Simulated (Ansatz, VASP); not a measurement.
## Y in VASP and in Ansatz

```
Y
1.0
     0.00000    2.48500    2.48500
     2.48500    0.00000    2.48500
     2.48500    2.48500    0.00000
Y
1
Direct
  0.00000 0.00000 0.00000
```

Alike in both runs: task single point; functional PBE; k mesh 13 × 13 × 13; occupations fermi-dirac, width 0.05 eV; no spin polarisation.

```csv
,VASP,Ansatz
version,VASP 6.6.1,Ansatz 0.2.0
potentials or method,"VASP PAW PBE potentials, release 64 (Y_sv), cutoff 520 eV","all-electron LAPW, non-relativistic"
```

```csv
,VASP,Ansatz,Ansatz less VASP
pressure (GPa),2.3,2.2,-0.05
```

Ansatz ran all-electron here, and VASP with PAW potentials.
